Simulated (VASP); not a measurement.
# Li2W (C2/m) in VASP: single point with PBE

Aim: the single point of Li2W with PBE.

Program: VASP 6.6.1. These are calculated values, not measurements. Logs are shortened: lines on timing, memory, paths and dates and some standing lists are left out, and cuts for length are marked.

### 1 The cell of the first run

The structure is monoclinic, space group C2/m (No. 12). Conventional cell: a = 4.365 Å, b = 2.962 Å, c = 7.811 Å, α = 90.00°, β = 105.79°, γ = 90.00°. Within 3.6 Å of Li (site symmetry m) lie 10 Li at 2.64 to 3.51 Å and 4 W at 2.83 to 3.25 Å. W (site symmetry 2/m) has 6 W at 2.64 to 2.96 Å and 8 Li at 2.83 to 3.25 Å within 3.5 Å.

### 2 Single point, PBE

INCAR

```
PREC = Accurate
ENCUT = 520
EDIFF = 1E-6
ISMEAR = 0
SIGMA = 0.1
LREAL = F
LASPH = T
NELM = 60
ALGO = Fast
ISIF = 2
LWAVE = F
LCHARG = T
GGA = PE
LELF = T
LVHAR = T
NBANDS = 17
```

KPOINTS

```
regular mesh
0
Gamma
  18 18 6
```

POSCAR

```
Li2W
1.0
    2.1825022730     -1.4809401025     -0.0178002499
    2.1825022730      1.4809401025     -0.0178002499
   -2.0635912243      0.0000000000      7.5331933167
Li W
2 1
Direct
    0.8442881364      0.8442881364      0.6791136635
    0.1557118636      0.1557118636      0.3208863365
    0.5000000000      0.5000000000      0.0000000000
```

Potentials or basis: VASP PAW PBE potentials, release 64 (Li_sv, W_sv).

Launch:

```bash
$ cat potpaw_PBE.64/Li_sv/POTCAR potpaw_PBE.64/W_sv/POTCAR > POTCAR
$ mpirun -np 1 vasp_std > vasp.out
```

OUTCAR:

```text
PREC = Accurate
   ENCUT = 520
   EDIFF = 1E-6
   ISMEAR = 0
   LREAL = F
   LASPH = T
   NELM = 60
   ISIF = 2
   GGA = PE

 ion  position               nearest neighbor table
   1  0.844  0.844  0.679-   3 2.83   3 2.83
   2  0.156  0.156  0.321-   3 2.83   3 2.83
   3  0.500  0.500  0.000-   2 2.83   2 2.83   1 2.83   1 2.83

  LATTYP: Found a base centered monoclinic cell.
 ALAT       =     4.3651497205
 B/A-ratio  =     0.6785288924
 C/A-ratio  =     1.7893370346
 COS(beta)  =    -0.2720567820

  Lattice vectors:

 A1 = (   2.1825022730,  -1.4809401025,  -0.0178002499)
 A2 = (   2.1825022730,   1.4809401025,  -0.0178002499)
 A3 = (  -2.0635912243,   0.0000000000,   7.5331933167)

Analysis of symmetry for initial positions (statically):
=====================================================================
 Subroutine PRICEL returns:
 Original cell was already a primitive cell.

 Routine SETGRP: Setting up the symmetry group for a
 base centered monoclinic supercell.

 Subroutine GETGRP returns: Found  4 space group operations
 (whereof  4 operations were pure point group operations)
 out of a pool of  4 trial point group operations.

The static configuration has the point symmetry C_2h.

Analysis of symmetry for dynamics (positions and initial velocities):
=====================================================================
 Subroutine PRICEL returns:
 Original cell was already a primitive cell.

 Routine SETGRP: Setting up the symmetry group for a
 base centered monoclinic supercell.

 Subroutine GETGRP returns: Found  4 space group operations
 (whereof  4 operations were pure point group operations)
 out of a pool of  4 trial point group operations.

The dynamic configuration has the point symmetry C_2h.

 Subroutine INISYM returns: Found  4 space group operations
 (whereof  4 operations are pure point group operations),
 and found     1 'primitive' translations

----------------------------------------------------------------------------------------

                                     Primitive cell

  volume of cell :      48.5881

  direct lattice vectors                    reciprocal lattice vectors
[... 84 lines left out ...]
   LNONCOLLINEAR =      F non collinear calculations
   LSORBIT =      F    spin-orbit coupling
   LASPH  =      T    aspherical Exc in radial PAW
   ENCUT  =  520.0 eV  38.22 Ry    6.18 a.u.   4.90  4.90 14.52*2*pi/ulx,y,z
   NELM   =     60;   NELMIN=  2; NELMDL= -5     # of ELM steps
   EDIFF  = 0.1E-05   stopping-criterion for ELM
   LREAL  =      F    real-space projection
   EDIFFG = 0.1E-04   stopping-criterion for IOM
   NSW    =      0    number of steps for IOM
   IBRION =     -1    ionic relax: 0-MD 1-quasi-New 2-CG
   NFREE  =      0    steps in history (QN), initial steepest desc. (CG)
   ISIF   =      2    stress and relaxation
   ISYM   =      2    0-nonsym 1-usesym 2-fastsym
   POTIM  = 0.5000    time-step for ionic-motion
   TEBEG  =    0.0;   TEEND  =   0.0 temperature during run
   PSTRESS=    0.0 pullay stress
   NELECT =      20.0000    total number of electrons
   NUPDOWN=      -1.0000    fix difference up-down
   EMIN   =  10.00;   EMAX   =-10.00  energy-range for DOS
   EFERMI =   0.00;   METHOD = LEGACY
   ISMEAR =     0;   SIGMA  =   0.10  broadening in eV -4-tet -1-fermi 0-gaus
   EFERMI_NEDOS =   21; number of points for ismear=-14 and -15
   IALGO  =     68    algorithm
   IMIX   =      4    mixing-type and parameters
     AMIX     =   0.40;   BMIX     =  1.00
     AMIX_MAG =   1.60;   BMIX_MAG =  1.00
  volume/ion in A,a.u.               =      16.20       109.30
  Fermi-wavevector in a.u.,A,eV,Ry     =   1.217797  2.301302 20.177837  1.483029
  Thomas-Fermi vector in A             =   2.353105
   LORBIT       =      0    0 simple, 1 ext, 2 COOP (PROOUT), +10 PAW based schemes
   GGA     = PE    functional components
   LHFCALC =     F    Hartree Fock is set to
   AEXX    =    0.0000 exact exchange contribution
   IVDW    =     0    specifies the selected vdW correction
   LEPSILON=     F    determine dielectric tensor
   LRPA    =     F    only Hartree local field effects (RPA)
 non-spin polarized calculation
 RMM-DIIS sequential band-by-band and
 Gauss-broadening in eV      SIGMA  =   0.10
  energy-cutoff  :      520.00
  volume of cell :       48.59
 maximum number of plane-waves:      1333
   NGX =  9   NGY =  9   NGZ = 29

 number of electron      19.9999989 magnetization

 Free energy of the ion-electron system (eV)
  ---------------------------------------------------
  ext. energy  EPLUGINS =         0.00000000
  ---------------------------------------------------
  free energy    TOTEN  =       -15.73056054 eV

  energy without entropy =      -15.72224566  energy(sigma->0) =      -15.72640310

 E-fermi :   4.2160     XC(G=0):  -9.6283

 val. band max:        4.2158036853   @ k =  -0.0556  -0.3889   0.3333
 cond. band min:       4.2221355208   @ k =  -0.4444   0.3333   0.3333
 fundamental gap:      0.0063318355
 Fermi energy:         4.2159937876

 k-point     1 :       0.0000    0.0000    0.0000
  band No.  band energies     occupation
      1     -69.4983      2.00000
      2     -41.5922      2.00000
      3     -41.5851      2.00000
      4     -33.8123      2.00000
      5     -33.1038      2.00000
      6     -32.8174      2.00000
[... 457 lines left out ...]
      4     -33.7274      2.00000
      5     -33.6269      2.00000
      6     -33.0261      2.00000
[... 9 lines left out ...]
     16      13.6393      0.00000
     17      14.1760      0.00000

 [... further k-points ...]

------------------------ aborting loop because EDIFF is reached ----------------------------------------

  FORCE on cell =-STRESS in cart. coord.  units (eV):
  Direction    XX          YY          ZZ          XY          YZ          ZX
  --------------------------------------------------------------------------------------
  -------------------------------------------------------------------------------------
  Total        0.0660228      0.0339969     -0.0335126      0.0000000      0.0000000      0.0009081
  in kB        2.1770823      1.1210365     -1.1050690      0.0000000      0.0000000      0.0299459
  external PRESSURE =       0.7310166 kB  Pullay stress =       0.0000000 kB

 VOLUME and BASIS-vectors are now :
 -----------------------------------------------------------------------------
  energy-cutoff  :      520.00
  volume of cell :       48.59
      direct lattice vectors                 reciprocal lattice vectors
     2.182502273 -1.480940102 -0.017800250     0.229607818 -0.337623378  0.062897188
     2.182502273  1.480940102 -0.017800250     0.229607818  0.337623378  0.062897188
    -2.063591224  0.000000000  7.533193317     0.001085085  0.000000000  0.133043071

 POSITION                                       TOTAL-FORCE (eV/Angst)
 -----------------------------------------------------------------------------------
      2.28391      0.00000      5.08584        -0.000837      0.000000      0.002428
      0.01750      0.00000      2.41176         0.000837      0.000000     -0.002428
      2.18250      0.00000     -0.01780         0.000000      0.000000      0.000000
 -----------------------------------------------------------------------------------
    total drift:                                0.000000     -0.000000     -0.000000

  FREE ENERGIE OF THE ION-ELECTRON SYSTEM (eV)
  ---------------------------------------------------
  free  energy   TOTEN  =       -15.7305605351 eV

  energy  without entropy=      -15.7222456629  energy(sigma->0) =      -15.72640310
```

OSZICAR:

```text
N       E                     dE             d eps       ncg     rms          rms(c)
DAV:   1     0.162115731682E+03    0.16212E+03   -0.11562E+04 17896   0.127E+03
DAV:   2    -0.630759060111E+01   -0.16842E+03   -0.16474E+03 21281   0.355E+02
DAV:   3    -0.163841841435E+02   -0.10077E+02   -0.99880E+01 32567   0.625E+01
[... 17 lines left out ...]
RMM:  21    -0.157305553037E+02   -0.34814E-05   -0.35080E-05 23166   0.330E-02    0.836E-04
RMM:  22    -0.157305575001E+02   -0.21964E-05   -0.23321E-05 22442   0.309E-02    0.971E-04
RMM:  23    -0.157305590445E+02   -0.15444E-05   -0.17447E-05 21501   0.293E-02    0.106E-03
RMM:  24    -0.157305599645E+02   -0.92002E-06   -0.11667E-05 21471   0.283E-02    0.118E-03
RMM:  25    -0.157305605351E+02   -0.57054E-06   -0.86004E-06 20786   0.274E-02
   1 F= -.15730561E+02 E0= -.15726403E+02  d E =-.831487E-02
```

stdout:

```text
POSCAR found type information on POSCAR LiW
 POSCAR found :  2 types and       3 ions
 scaLAPACK will be used
 LDA part: xc-table for (Slater+PW92), standard interpolation
 POSCAR, INCAR and KPOINTS ok, starting setup
 FFT: planning ... GRIDC
 FFT: planning ... GRID_SOFT
 FFT: planning ... GRID
 WAVECAR not read
 entering main loop
WARNING in EDDRMM: call to ZHEGV failed, returncode =   8  4     16
WARNING in EDDRMM: call to ZHEGV failed, returncode =   6  3     11
WARNING in EDDRMM: call to ZHEGV failed, returncode =   6  3      8
WARNING in EDDRMM: call to ZHEGV failed, returncode =   6  3      9
```

Run time: 5.8 min. Hardware: 1 thread of Intel Xeon 6975P-C (Granite Rapids), shared host; peak memory 0.48 GiB.

Results:

```
Free energy            : -15.7306 eV
Band gap on the k mesh : zero (bands 10 and 11 overlap by 2.64 eV)
```

Forces in eV/Å, atoms in the order of the input:
```
Li  -0.001  0.000  0.002
Li   0.001  0.000 -0.002
W    0.000  0.000  0.000
```

Caveat: the cutoff is under 1.25 times the usual one of these potentials, so pressure, stress and relaxed cells hold a basis-set (Pulay) error; spin-orbit coupling is left out, which moves the levels of the heavy elements.
